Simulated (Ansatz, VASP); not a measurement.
# Two plane-wave programs on Mg2Si3N3

Contents of INCAR:

```
SYSTEM = Mg2Si3N3
ALGO = Normal
EDIFF = 1E-6
ENCUT = 600
GGA = PE
GGA_COMPAT = .FALSE.
ISIF = 2
ISMEAR = 0
ISPIN = 2
LASPH = .TRUE.
LCHARG = .FALSE.
LORBIT = 11
LREAL = .FALSE.
LWAVE = .FALSE.
MAGMOM = 0 0 0 0 0 1 1 1
NBANDS = 30
NELM = 200
PREC = Accurate
SIGMA = 0.1
```

The input KPOINTS:

```
k-points
0
G
  4 4 4
  0 0 0
```

POSCAR

```
Mg2Si3N3
1.0
    2.9668040161     -3.3987123551      0.0000000000
    2.9668040161      3.3987123551      0.0000000000
    0.0000000000      0.0000000000      5.5680548275
Mg Si N
2 3 3
Direct
    0.7509988078      0.7509988078      0.6812016176
    0.2490011922      0.2490011922      0.6812016176
    0.7231645090      0.2768354910      0.2783554346
    0.0000000000      0.0000000000      0.0430399235
    0.2768354910      0.7231645090      0.2783554346
    0.5000000000      0.5000000000      0.1103728691
    0.0000000000      0.5000000000      0.4637365515
    0.5000000000      0.0000000000      0.4637365515
```

Input for Ansatz:

```yaml
crystal:
  lattice:
    - [2.9668040161, -3.3987123551, 0.0]
    - [2.9668040161, 3.3987123551, 0.0]
    - [0.0, 0.0, 5.5680548275]
  atoms:
    - { symbol: Mg, position: [0.7509988078, 0.7509988078, 0.6812016176] }
    - { symbol: Mg, position: [0.2490011922, 0.2490011922, 0.6812016176] }
    - { symbol: Si, position: [0.723164509, 0.276835491, 0.2783554346] }
    - { symbol: Si, position: [0.0, 0.0, 0.0430399235] }
    - { symbol: Si, position: [0.276835491, 0.723164509, 0.2783554346] }
    - { symbol: "N", position: [0.5, 0.5, 0.1103728691], spin: 1.0 }
    - { symbol: "N", position: [0.0, 0.5, 0.4637365515], spin: 1.0 }
    - { symbol: "N", position: [0.5, 0.0, 0.4637365515], spin: 1.0 }
basis:
  ecutwfc: 420
kpoints:
  mp_grid: { grid: [4, 4, 4] }
hamiltonian:
  xc: pbe
scf:
  occupations: { method: gaussian, width: 0.1 }
  lower_state_search: "off"
output:
  forces: true
  stress: true
  eigenvalues: true
  populations: true
magnetization:
  spin_polarized: true
```

Alike in both runs: task single point; functional PBE; k mesh 4 × 4 × 4; occupations gaussian, width 0.1 eV; collinear spin.

|  | VASP | Ansatz |
| --- | --- | --- |
| version | VASP 6.6.1 | Ansatz 0.2.0 |
| potentials or method | VASP PAW PBE potentials, release 64 (Mg, Si, N), cutoff 600 eV | scalar-relativistic, plane waves, PAW |
| valence electrons in the cell | 31 | 47 |

Ansatz gave:

| Quantity | Value |
| --- | --- |
| gap on the k mesh at the Fermi level (eV) | none |
| pressure (GPa) | 0.0 |
| traceless stress, the component that is largest in VASP (GPa) | -0.21 |
| rms of the force components (eV/Å) | 0.013 |
| net moment per atom (μB) | 0.00 |

Problem. Which values does VASP return?

Solution. gap on the k mesh at the Fermi level (eV): none; pressure (GPa): -0.2; traceless stress, the component that is largest in VASP (GPa): -0.19; rms of the force components (eV/Å): 0.014; net moment per atom (μB): 0.00.

Atom by atom the forces differ by 0.008 eV/Å (rms over components). A gap of «none» marks a metal or a gap that the smearing closes. With one functional, cell and mesh, what is left measures potentials, basis and numerics. VASP's potentials hold 31 valence electrons a cell and Ansatz's 47, so a difference there can come from the potentials and not from the codes. Ansatz's warnings: seeded moment not kept.
